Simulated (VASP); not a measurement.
# BaTiO3 (R3m) in VASP: notebook

BaTiO3 is run at these levels: PBEsol, PBEsol+U; tasks: single point.

Program: VASP 6.6.1. These are calculated values, not measurements. Logs are shortened: lines on timing, memory, paths and dates and some standing lists are left out, and cuts for length are marked.

### 1 The cell of the first run

It takes space group R3m (No. 160, trigonal). Conventional cell: a = 5.655 Å, b = 5.655 Å, c = 6.955 Å, α = 90.00°, β = 90.00°, γ = 120.00°. Ba (site symmetry 3m) has 12 O at 2.79 to 2.89 Å and 8 Ti at 3.37 to 3.59 Å within 3.7 Å. Within 2.5 Å of Ti (site symmetry 3m) lie 6 O at 1.87 to 2.14 Å. Within 2.5 Å of O (site symmetry m) lie 2 Ti at 1.87 to 2.14 Å.

### 2 Single point, PBEsol

Contents of INCAR:

```
SYSTEM = BaTiO3
PREC = Accurate
ENCUT = 520
EDIFF = 1E-6
ISMEAR = -1
SIGMA = 0.05
LREAL = .FALSE.
LASPH = .TRUE.
NELM = 60
ALGO = Normal
ISIF = 2
LWAVE = .FALSE.
LCHARG = .FALSE.
GGA = PS
NBANDS = 28
```

Contents of KPOINTS:

```
Automatic mesh
0
G
  6 6 6
  0 0 0
```

Contents of POSCAR:

```
BaTiO3
1.0
    2.8273666100      1.6323808700      2.3183934900
   -2.8273666100      1.6323808700      2.3183934900
    0.0000000000     -3.2647617400      2.3183934900
Ba Ti O
1 1 3
Direct
    0.0000000000      0.0000000000      0.0000000000
    0.4845000000      0.4845000000      0.4845000000
    0.5086000000      0.5086000000      0.0175000000
    0.0175000000      0.5086000000      0.5086000000
    0.5086000000      0.0175000000      0.5086000000
```

Potentials or basis: VASP PAW PBE potentials, release 64 (Ba_sv, Ti_sv, O).

On the command line:

```bash
$ cat potpaw_PBE.64/Ba_sv/POTCAR potpaw_PBE.64/Ti_sv/POTCAR potpaw_PBE.64/O/POTCAR > POTCAR
$ mpirun -np 1 vasp_std > vasp.out
```

OUTCAR:

```text
SYSTEM = BaTiO3
   PREC = Accurate
   ENCUT = 520
   EDIFF = 1E-6
   ISMEAR = -1
   LREAL = .FALSE.
   LASPH = .TRUE.
   NELM = 60
   ISIF = 2
   GGA = PS

 ion  position               nearest neighbor table
   1  0.000  0.000  0.000-   3 2.79   4 2.79   5 2.79   4 2.83   5 2.83   5 2.83   4 2.83   3 2.83
                             3 2.83   3 2.89   4 2.89   5 2.89   2 3.37   2 3.43   2 3.43   2 3.43
   2  0.484  0.484  0.484-   3 1.87   4 1.87   5 1.87   3 2.14   4 2.14   5 2.14   1 3.37   1 3.43
                             1 3.43   1 3.43   1 3.50   1 3.50   1 3.50   1 3.59
   3  0.509  0.509  0.017-   2 1.87   2 2.14   1 2.79   1 2.83   1 2.83   1 2.89
   4  0.017  0.509  0.509-   2 1.87   2 2.14   1 2.79   1 2.83   1 2.83   1 2.89
   5  0.509  0.017  0.509-   2 1.87   2 2.14   1 2.79   1 2.83   1 2.83   1 2.89

  LATTYP: Found a trigonal (rhomboedric) cell.
 ALAT       =     4.0041999983
 COS(alpha) =     0.0028448809

  Lattice vectors:

 A1 = (   2.8273666100,   1.6323808700,   2.3183934900)
 A2 = (  -2.8273666100,   1.6323808700,   2.3183934900)
 A3 = (   0.0000000000,  -3.2647617400,   2.3183934900)

Analysis of symmetry for initial positions (statically):
=====================================================================
 Subroutine PRICEL returns:
 Original cell was already a primitive cell.

 Routine SETGRP: Setting up the symmetry group for a
 trigonal (rhombohedral) supercell.

 Subroutine GETGRP returns: Found  6 space group operations
 (whereof  6 operations were pure point group operations)
 out of a pool of 12 trial point group operations.

The static configuration has the point symmetry C_3v.

Analysis of symmetry for dynamics (positions and initial velocities):
=====================================================================
 Subroutine PRICEL returns:
 Original cell was already a primitive cell.

 Routine SETGRP: Setting up the symmetry group for a
 trigonal (rhombohedral) supercell.

 Subroutine GETGRP returns: Found  6 space group operations
 (whereof  6 operations were pure point group operations)
 out of a pool of 12 trial point group operations.

The dynamic configuration has the point symmetry C_3v.

 Subroutine INISYM returns: Found  6 space group operations
 (whereof  6 operations are pure point group operations),
 and found     1 'primitive' translations

----------------------------------------------------------------------------------------

                                     Primitive cell

  volume of cell :      64.2010

  direct lattice vectors                    reciprocal lattice vectors
     2.827366610  1.632380870  2.318393490     0.176843002  0.102100355  0.143777721
    -2.827366610  1.632380870  2.318393490    -0.176843002  0.102100355  0.143777721
     0.000000000 -3.264761740  2.318393490     0.000000000 -0.204200710  0.143777721

  length of vectors
     4.004199998  4.004199998  4.004199994     0.249739791  0.249739791  0.249739791

  position of ions in fractional coordinates (direct lattice)
     0.000000000  0.000000000  0.000000000
     0.484500000  0.484500000  0.484500000
     0.508600000  0.508600000  0.017500000
     0.017500000  0.508600000  0.508600000
     0.508600000  0.017500000  0.508600000

  ion indices of the primitive-cell ions
   primitive index   ion index
                 1           1
                 2           2
                 3           3
                 4           4
                 5           5

----------------------------------------------------------------------------------------

 KPOINTS: Automatic mesh

Automatic generation of k-mesh.
 Grid dimensions read from file:
 generate k-points for:    6    6    6

 Generating k-lattice:

  Cartesian coordinates                     Fractional coordinates (reciprocal lattice)
     0.029473834  0.017016726  0.023962954     0.166666667  0.000000000  0.000000000
    -0.029473834  0.017016726  0.023962954     0.000000000  0.166666667  0.000000000
     0.000000000 -0.034033452  0.023962954     0.000000000  0.000000000  0.166666667

[... 48 lines left out ...]

 Free energy of the ion-electron system (eV)
  ---------------------------------------------------
  ext. energy  EPLUGINS =         0.00000000
  ---------------------------------------------------
  free energy    TOTEN  =       -42.00630486 eV

  energy without entropy =      -42.00630486  energy(sigma->0) =      -42.00630486

 E-fermi :   4.6772     XC(G=0): -11.4933

 val. band max:        3.6247423715   @ k =   0.5000   0.5000   0.5000
 cond. band min:       5.9617936728   @ k =   0.0000   0.0000   0.0000
 fundamental gap:      2.3370513013
 Fermi energy:         4.6771964921

 k-point     1 :       0.0000    0.0000    0.0000
  band No.  band energies     occupation
      1     -52.4010      2.00000
      2     -28.7721      2.00000
      3     -28.7721      2.00000
      4     -28.7669      2.00000
      5     -21.1279      2.00000
      6     -13.1237      2.00000
[... 20 lines left out ...]
     27       8.5557      0.00000
     28      10.7935      0.00000

 k-point     2 :       0.1667   -0.0000    0.0000
  band No.  band energies     occupation
      1     -52.4007      2.00000
      2     -28.7845      2.00000
      3     -28.7716      2.00000
      4     -28.7677      2.00000
      5     -21.0981      2.00000
      6     -13.1468      2.00000
[... 20 lines left out ...]
     27       9.0935      0.00000
     28      11.4579      0.00000

 k-point     3 :       0.3333   -0.0000    0.0000
  band No.  band energies     occupation
      1     -52.4002      2.00000
      2     -28.8116      2.00000
      3     -28.7705      2.00000
      4     -28.7668      2.00000
      5     -21.0373      2.00000
      6     -13.2752      2.00000
[... 20 lines left out ...]
     27      10.3507      0.00000
     28      11.9007      0.00000

 k-point     4 :       0.5000    0.0000    0.0000
  band No.  band energies     occupation
      1     -52.3999      2.00000
      2     -28.8252      2.00000
      3     -28.7700      2.00000
      4     -28.7663      2.00000
      5     -21.0062      2.00000
      6     -13.3610      2.00000
[... 578 lines left out ...]
     27      11.0421      0.00000
     28      12.0418      0.00000

 k-point    23 :       0.5000    0.5000    0.1667
  band No.  band energies     occupation
      1     -52.3986      2.00000
      2     -28.8224      2.00000
      3     -28.8189      2.00000
      4     -28.7791      2.00000
      5     -20.9124      2.00000
      6     -12.6329      2.00000
[... 20 lines left out ...]
     27      12.1089      0.00000
     28      12.4440      0.00000

 k-point    24 :      -0.3333    0.5000    0.1667
  band No.  band energies     occupation
      1     -52.3988      2.00000
      2     -28.8218      2.00000
      3     -28.8074      2.00000
      4     -28.7796      2.00000
      5     -20.9313      2.00000
      6     -12.8166      2.00000
[... 20 lines left out ...]
     27      11.7467      0.00000
     28      12.2188      0.00000

 [... further k-points ...]
[... 5 lines left out ...]
  --------------------------------------------------------------------------------------
  -------------------------------------------------------------------------------------
  Total        0.2664257      0.2664257      0.1915849      0.0000000      0.0000000      0.0000000
  in kB        6.6488209      6.6488208      4.7811213      0.0000000      0.0000000      0.0000000
  external PRESSURE =       6.0262543 kB  Pullay stress =       0.0000000 kB

 VOLUME and BASIS-vectors are now :
 -----------------------------------------------------------------------------
  energy-cutoff  :      520.00
  volume of cell :       64.20
      direct lattice vectors                 reciprocal lattice vectors
     2.827366610  1.632380870  2.318393490     0.176843002  0.102100355  0.143777721
    -2.827366610  1.632380870  2.318393490    -0.176843002  0.102100355  0.143777721
     0.000000000 -3.264761740  2.318393490     0.000000000 -0.204200710  0.143777721

 POSITION                                       TOTAL-FORCE (eV/Angst)
 -----------------------------------------------------------------------------------
      0.00000      0.00000      0.00000        -0.000000      0.000000     -0.125991
      0.00000      0.00000      3.36978        -0.000000      0.000000      0.142158
      0.00000      1.60332      2.39884        -0.000000      0.095512     -0.005389
     -1.38852     -0.80166      2.39884        -0.082716     -0.047756     -0.005389
      1.38852     -0.80166      2.39884         0.082716     -0.047756     -0.005389
 -----------------------------------------------------------------------------------
    total drift:                                0.000000     -0.000001      0.000453

  FREE ENERGIE OF THE ION-ELECTRON SYSTEM (eV)
  ---------------------------------------------------
  free  energy   TOTEN  =       -42.0063048616 eV

  energy  without entropy=      -42.0063048615  energy(sigma->0) =      -42.00630486
```

Wall time 41 s (1 thread of Intel Xeon Platinum 8375C at 2.90GHz (Ice Lake), shared host); peak memory 0.21 GiB.

Results:

| Property | Result |
| --- | --- |
| Free energy | -42.0063 eV |
| Pressure | 0.6 GPa |
| Largest force | 0.142 eV/Å |
| Band gap on the k mesh | 2.34 eV (least direct gap 2.74 eV) |

Forces in eV/Å, atoms in the order of the input:
```
Ba   0.000  0.000 -0.126
Ti   0.000  0.000  0.142
O    0.000  0.096 -0.005
O   -0.083 -0.048 -0.005
O    0.083 -0.048 -0.005
```

Stress tensor (GPa, compression positive):
```
0.66 0.00 0.00
0.00 0.66 0.00
0.00 0.00 0.48
```

Levels at points of the mesh, in eV from the valence-band top:
```tsv
k point	band 16	band 17	band 18	band 19	band 20	band 21	band 22	band 23	band 24	band 25
(0.00, 0.00, 0.00)	-1.33	-1.08	-0.54	-0.40	-0.40	2.34	2.34	2.48	4.51	4.51
(0.50, 0.00, 0.00)	-2.13	-1.71	-1.66	-0.97	-0.84	2.52	3.79	3.88	4.48	6.18
(0.50, 0.50, 0.00)	-2.75	-1.64	-0.90	-0.85	-0.10	3.86	3.86	4.19	5.07	7.77
(0.50, 0.50, 0.50)	-2.40	-2.36	-0.02	-0.02	0.00	4.34	4.49	4.49	6.53	6.53
```

Caveat: the PAW data sets were made with another functional, which shifts forces and pressure a little; spin-orbit coupling is left out, which moves the levels of the heavy elements.

### 3 Single point, PBEsol+U

Contents of INCAR:

```
  PREC = Accurate
  ENCUT = 520
  EDIFF = 1E-6
  ISMEAR = -1
  SIGMA = 0.05
  LREAL = False
  LASPH = True
  NELM = 150
  ALGO = Normal
  ISIF = 2
  LWAVE = False
  LCHARG = False
  LMAXMIX = 4
  LDAU = True
  LDAUTYPE = 2
  LDAUL = -1 2 -1
  LDAUU = 0 1.5 0
  LDAUJ = 0 0 0
  LDAUPRINT = 1
  GGA = PS
  NBANDS = 28
```

Contents of KPOINTS:

```
regular mesh
0
Gamma
  6 6 6
```

POSCAR is that of step 2.

Potentials or basis: VASP PAW PBE potentials, release 64 (Ba_sv, Ti_sv, O).

On the command line:

```bash
$ cat potpaw_PBE.64/Ba_sv/POTCAR potpaw_PBE.64/Ti_sv/POTCAR potpaw_PBE.64/O/POTCAR > POTCAR
$ mpirun -np 1 vasp_std > vasp.out
```

Wall time 40 s (1 thread of Intel Xeon Platinum 8375C at 2.90GHz (Ice Lake), shared host); peak memory 0.21 GiB.

The run converged. Its results:

| Property | Result |
| --- | --- |
| Free energy | -40.9248 eV |
| Pressure | 1.9 GPa |
| Largest force | 0.532 eV/Å |
| Band gap on the k mesh | 2.48 eV (least direct gap 2.88 eV) |

Forces on the atoms (eV/Å):
```
Ba   0.000  0.000 -0.133
Ti   0.000  0.000  0.532
O    0.000  0.270 -0.133
O   -0.234 -0.135 -0.133
O    0.234 -0.135 -0.133
```

Stress tensor (GPa, compression positive):
```
2.06 0.00 0.00
0.00 2.06 0.00
0.00 0.00 1.67
```

Levels at points of the mesh, in eV from the valence-band top:
```tsv
k point	band 17	band 18	band 19	band 20	band 21	band 22	band 23	band 24
(0.00, 0.00, 0.00)	-1.09	-0.52	-0.40	-0.40	2.48	2.48	2.61	4.51
(0.50, 0.00, 0.00)	-1.70	-1.65	-0.98	-0.86	2.67	3.93	4.03	4.48
(0.50, 0.50, 0.00)	-1.69	-0.91	-0.86	-0.10	4.01	4.01	4.35	5.06
(0.50, 0.50, 0.50)	-2.33	-0.02	-0.02	0.00	4.48	4.64	4.64	6.50
```

Eigenvalues of the final occupation matrices:
```
    site  spin  trace               eigenvalues
site 2 d     1   0.89  0.13 0.13 0.13 0.25 0.25
site 2 d     2   0.89  0.13 0.13 0.13 0.25 0.25
```

Caveat: the PAW data sets were made with another functional, which shifts forces and pressure a little; spin-orbit coupling is left out, which moves the levels of the heavy elements. A k mesh can miss the band edges.

### 4 Single point, PBEsol+U

Contents of INCAR:

```
SYSTEM = BaTiO3
PREC = Accurate ; ENCUT = 520
EDIFF = 1E-6 ; ISMEAR = -1
SIGMA = 0.05 ; LREAL = .False.
LASPH = .True. ; NELM = 150
ALGO = Normal ; ISIF = 2
LWAVE = .False. ; LCHARG = .True.
LMAXMIX = 4 ; LDAU = .True.
LDAUTYPE = 2 ; LDAUL = -1 2 -1
LDAUU = 0 3 0 ; LDAUJ = 0 0 0
LDAUPRINT = 1 ; GGA = PS
LELF = .True. ; LVHAR = .True.
NBANDS = 28
```

Contents of KPOINTS:

```
regular mesh
0
Gamma
  6 6 6
  0 0 0
```

POSCAR is that of step 3.

On the command line:

```bash
$ cat potpaw_PBE.64/Ba_sv/POTCAR potpaw_PBE.64/Ti_sv/POTCAR potpaw_PBE.64/O/POTCAR > POTCAR
$ mpirun -np 1 vasp_std > vasp.out
```

Run time: 45 s. Hardware: 1 thread of Intel Xeon Platinum 8375C at 2.90GHz (Ice Lake), shared host; peak memory 0.2 GiB.

It converged, with:

```
Free energy            : -39.8734 eV
Pressure               : 3.4 GPa
Largest force          : 0.928 eV/Å
Band gap on the k mesh : 2.63 eV (least direct gap 3.04 eV)
```

Forces on the atoms (eV/Å):
```
Ba   0.000  0.000 -0.141
Ti   0.000  0.000  0.928
O    0.000  0.448 -0.262
O   -0.388 -0.224 -0.262
O    0.388 -0.224 -0.262
```

Stress tensor (GPa, compression positive):
```
3.58 0.00 0.00
0.00 3.58 0.00
0.00 0.00 2.97
```

Levels at points of the mesh, in eV from the valence-band top:
| k point | band 16 | band 17 | band 18 | band 19 | band 20 | band 21 | band 22 | band 23 | band 24 | band 25 |
| --- | --- | --- | --- | --- | --- | --- | --- | --- | --- | --- |
| (0.00, 0.00, 0.00) | -1.31 | -1.09 | -0.51 | -0.41 | -0.41 | 2.63 | 2.63 | 2.75 | 4.52 | 4.52 |
| (0.50, 0.00, 0.00) | -2.12 | -1.68 | -1.63 | -0.98 | -0.88 | 2.83 | 4.09 | 4.19 | 4.48 | 6.13 |
| (0.50, 0.50, 0.00) | -2.70 | -1.75 | -0.91 | -0.86 | -0.10 | 4.17 | 4.18 | 4.52 | 5.05 | 7.74 |
| (0.50, 0.50, 0.50) | -2.34 | -2.30 | -0.02 | -0.02 | 0.00 | 4.65 | 4.80 | 4.80 | 6.48 | 6.48 |

Eigenvalues of the final occupation matrices:
```csv
site,spin,trace,eigenvalues
site 2 d,1,0.86,0.12 0.12 0.12 0.25 0.25
site 2 d,2,0.86,0.12 0.12 0.12 0.25 0.25
```

Caveat: the cell stands under pressure; the PAW data sets were made with another functional, which shifts forces and pressure a little; spin-orbit coupling is left out, which moves the levels of the heavy elements. A k mesh can miss the band edges.

### 5 Single point, PBEsol+U

Contents of INCAR:

```
PREC = Accurate ; ENCUT = 520
EDIFF = 1E-6 ; ISMEAR = -1
SIGMA = 0.05 ; LREAL = F
LASPH = T ; NELM = 150
ALGO = Normal ; ISIF = 2
LWAVE = F ; LCHARG = F
LMAXMIX = 4 ; LDAU = T
LDAUTYPE = 2 ; LDAUL = -1 2 -1
LDAUU = 0 4.5 0 ; LDAUJ = 0 0 0
LDAUPRINT = 1 ; GGA = PS
NBANDS = 28
```

Contents of KPOINTS:

```
Automatic mesh
0
Gamma
  6 6 6
```

POSCAR is that of step 4.

On the command line:

```bash
$ cat potpaw_PBE.64/Ba_sv/POTCAR potpaw_PBE.64/Ti_sv/POTCAR potpaw_PBE.64/O/POTCAR > POTCAR
$ mpirun -np 1 vasp_std > vasp.out
```

Wall time 42 s (1 thread of Intel Xeon Platinum 8375C at 2.90GHz (Ice Lake), shared host); peak memory 0.2 GiB.

The run converged. Its results:

```
Free energy            : -38.8525 eV
Pressure               : 4.7 GPa
Largest force          : 1.330 eV/Å
Band gap on the k mesh : 2.80 eV (least direct gap 3.21 eV)
```

Forces in eV/Å, atoms in the order of the input:
```
Ba   0.000  0.000 -0.149
Ti   0.000  0.000  1.330
O    0.000  0.630 -0.394
O   -0.546 -0.315 -0.394
O    0.546 -0.315 -0.394
```

Stress tensor (GPa, compression positive):
```
5.00 0.00 0.00
0.00 5.00 0.00
0.00 0.00 4.16
```

Levels at points of the mesh, in eV from the valence-band top:
```tsv
k point	band 18	band 19	band 20	band 21	band 22	band 23
(0.00, 0.00, 0.00)	-0.49	-0.41	-0.41	2.80	2.80	2.91
(0.50, 0.00, 0.00)	-1.62	-0.99	-0.90	3.02	4.27	4.36
(0.50, 0.50, 0.00)	-0.92	-0.87	-0.10	4.35	4.35	4.70
(0.50, 0.50, 0.50)	-0.02	-0.02	0.00	4.83	4.99	4.99
```

Eigenvalues of the final occupation matrices:
```
    site  spin  trace               eigenvalues
site 2 d     1   0.83  0.11 0.11 0.11 0.25 0.25
site 2 d     2   0.83  0.11 0.11 0.11 0.25 0.25
```

Caveat: the cell stands under pressure; the PAW data sets were made with another functional, which shifts forces and pressure a little; spin-orbit coupling is left out, which moves the levels of the heavy elements. A k mesh can miss the band edges.

### 6 Single point, PBEsol+U

Contents of INCAR:

```
ALGO = Normal
EDIFF = 1E-6
ENCUT = 520
GGA = PS
ISIF = 2
ISMEAR = -1
LASPH = True
LCHARG = False
LDAU = True
LDAUJ = 0 0 0
LDAUL = -1 2 -1
LDAUPRINT = 1
LDAUTYPE = 2
LDAUU = 0 6 0
LMAXMIX = 4
LREAL = False
LWAVE = False
NBANDS = 28
NELM = 150
PREC = Accurate
SIGMA = 0.05
```

Contents of KPOINTS:

```
k-points
0
Gamma
  6 6 6
```

POSCAR is that of step 5.

Potentials or basis: VASP PAW PBE potentials, release 64 (Ba_sv, Ti_sv, O).

On the command line:

```bash
$ cat potpaw_PBE.64/Ba_sv/POTCAR potpaw_PBE.64/Ti_sv/POTCAR potpaw_PBE.64/O/POTCAR > POTCAR
$ mpirun -np 1 vasp_std > vasp.out
```

Run time: 42 s. Hardware: 1 thread of Intel Xeon Platinum 8375C at 2.90GHz (Ice Lake), shared host; peak memory 0.21 GiB.

Results (log left out):

```
Free energy            : -37.8625 eV
Pressure               : 6.1 GPa
Largest force          : 1.737 eV/Å
Band gap on the k mesh : 2.98 eV (least direct gap 3.39 eV)
```

Forces on the atoms (eV/Å):
```
Ba   0.000  0.000 -0.157
Ti   0.000  0.000  1.737
O    0.000  0.815 -0.527
O   -0.706 -0.408 -0.527
O    0.706 -0.408 -0.527
```

Stress tensor (GPa, compression positive):
```
6.48 0.00 0.00
0.00 6.48 0.00
0.00 0.00 5.39
```

Levels at points of the mesh, in eV from the valence-band top:
```tsv
k point	band 18	band 19	band 20	band 21	band 22	band 23
(0.00, 0.00, 0.00)	-0.48	-0.41	-0.41	2.98	2.98	3.08
(0.50, 0.00, 0.00)	-1.60	-1.00	-0.92	3.21	4.46	4.49
(0.50, 0.50, 0.00)	-0.92	-0.88	-0.10	4.55	4.55	4.90
(0.50, 0.50, 0.50)	-0.02	-0.02	0.00	5.03	5.18	5.18
```

Eigenvalues of the final occupation matrices:
```
    site  spin  trace               eigenvalues
site 2 d     1   0.80  0.10 0.10 0.10 0.24 0.24
site 2 d     2   0.80  0.10 0.10 0.10 0.24 0.24
```

Caveat: the cell stands under pressure; the PAW data sets were made with another functional, which shifts forces and pressure a little; spin-orbit coupling is left out, which moves the levels of the heavy elements. A k mesh can miss the band edges.

### 7 Overview

| level | U | gap on the mesh (eV) | pressure (GPa) | largest force (eV/Å) |
| --- | --- | --- | --- | --- |
| PBEsol | - | 2.34 | 0.6 | 0.14 |
| PBEsol+U | Ti d U = 1.5 eV | 2.48 | 1.9 | 0.53 |
| PBEsol+U | Ti d U = 3.0 eV | 2.63 | 3.4 | 0.93 |
| PBEsol+U | Ti d U = 4.5 eV | 2.80 | 4.7 | 1.33 |
| PBEsol+U | Ti d U = 6.0 eV | 2.98 | 6.1 | 1.74 |

Alike in all rows: task single point; potentials or basis VASP PAW PBE potentials, release 64 (Ba_sv, Ti_sv, O); no spin polarisation; cell as given; k mesh 6 × 6 × 6; cutoff (eV) 520; smearing fermi-dirac 0.05 eV.

On the cell as given the gap runs from 2.34 eV (PBEsol) to 2.98 eV (PBEsol+U). The pressure there spans 0.6 GPa (PBEsol) to 6.1 GPa (PBEsol+U); a positive pressure means that this level wants a larger cell, a negative one a smaller.

Caveats: the PAW data sets were made with another functional, which shifts forces and pressure a little; spin-orbit coupling is left out, which moves the levels of the heavy elements; the cell stands under pressure (at least some runs).

Absolute energies hang on the potentials; compare differences alone.
